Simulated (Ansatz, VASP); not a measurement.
**Se in VASP and in Ansatz**

INCAR

```
PREC     = Accurate       # precision mode
ENCUT    = 520            # plane-wave cutoff, eV
EDIFF    = 1E-8           # SCF threshold, eV
ISMEAR   = -1             # smearing method
SIGMA    = 0.03           # smearing width, eV
LREAL    = F              # projectors in reciprocal space
LASPH    = T              # aspherical terms in the spheres
NELM     = 100            # most SCF steps
ALGO     = Normal         # electronic algorithm
ISIF     = 2              # what is computed and relaxed
LWAVE    = F              # write WAVECAR
LCHARG   = F              # write CHGCAR
GGA      = PS             # functional
LEFG     = T            
NBANDS   = 16             # bands
```

Contents of KPOINTS:

```
Automatic mesh
0
Gamma
  6 6 5
```

The input POSCAR:

```
Se
1.0
    4.3661999489      0.0654929992      0.0654929992
   -2.1263813734      3.7484935742      0.0239721015
    0.0743040000      0.0743040000      4.9536000000
Se
3
Direct
    0.2254000000      0.0000000000      0.3333333333
    0.0000000000      0.2254000000      0.6666666667
    0.7746000000      0.7746000000      0.0000000000
```

Input for Ansatz:

```yaml
crystal:
  lattice:
    - [4.3661999489, 0.0654929992, 0.0654929992]
    - [-2.1263813734, 3.7484935742, 0.0239721015]
    - [0.074304, 0.074304, 4.9536]
  atoms:
    - { symbol: Se, position: [0.2254, 0.0, 0.3333333333] }
    - { symbol: Se, position: [0.0, 0.2254, 0.6666666667] }
    - { symbol: Se, position: [0.7746, 0.7746, 0.0] }
kpoints:
  mp_grid: { grid: [6, 6, 5] }
scf:
  occupations: { method: fermi_dirac, width: 0.03 }
hamiltonian:
  xc: pbesol
  pseudopotentials: { kind: all_electron, datasets: crystal }
output:
  forces: true
  stress: true
  eigenvalues: true
  efg: { contact_densities: true }
```

Change from the starting cell: equal xy, yz and zx shear strains of +3 %, crystal datasets.

Alike in both runs: task electric field gradients; functional PBEsol; k mesh 6 × 6 × 5; occupations fermi-dirac, width 0.03 eV; no spin polarisation.

```csv
,VASP,Ansatz
version,VASP 6.6.1,Ansatz 0.2.0
potentials or method,"VASP PAW PBE potentials, release 64 (Se), cutoff 520 eV","all-electron PAW with datasets made for the crystal, scalar-relativistic"
```

Ansatz gave:

| Quantity | Value |
| --- | --- |
| pressure (GPa) | 0.4 |
| traceless stress, the component that is largest in VASP (GPa) | -1.93 |
| rms of the force components (eV/Å) | 0.330 |
| size of Vzz on the site where it differs most (V/Å²) | 525.1 |

Problem. What did VASP give for the same quantities?

Solution. Pressure (GPa): 0.6; traceless stress, the component that is largest in VASP (GPa): -1.95; rms of the force components (eV/Å): 0.352; size of Vzz on the site where it differs most (V/Å²): 502.2.

VASP's potentials were made for PBE, not for PBEsol. Atom by atom the forces differ by 0.030 eV/Å (rms over components). Ansatz ran all-electron here, and VASP with PAW potentials.
